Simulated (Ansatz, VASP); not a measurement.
**Two plane-wave programs on Si2W**

```
CELL_PARAMETERS angstrom
-1.61477 1.61497 3.93312
1.61469 -1.61470 3.93298
1.61474 1.61468 -3.93301
ATOMIC_POSITIONS crystal
Si 0.33640 0.33267 0.00164
Si 0.66708 0.66332 0.00166
W 0.00175 0.99800 0.00166
```

Alike in both runs: functional PBE; k mesh 10 × 10 × 10; occupations fermi-dirac, width 0.05 eV; no spin polarisation.

Ansatz relaxed the structure, and its values are those at the end. VASP's run is a single point on that final structure, the one shown.

```csv
,VASP,Ansatz
version,VASP 6.6.1,Ansatz 0.2.0
potentials or method,"VASP PAW PBE potentials, release 64 (Si, W_sv)","PAW with Ansatz's default frozen-core files, scalar-relativistic"
plane-wave cutoff (eV),520,420
valence electrons in the cell,22,22
```

Ansatz gave:

- pressure (GPa): 0.0

Question: What did VASP give for the same quantities?

Answer: Pressure (GPa): 0.1.

The functional is the same, so the differences come from potentials, cutoffs and numerics.

Spin-orbit coupling is off throughout.
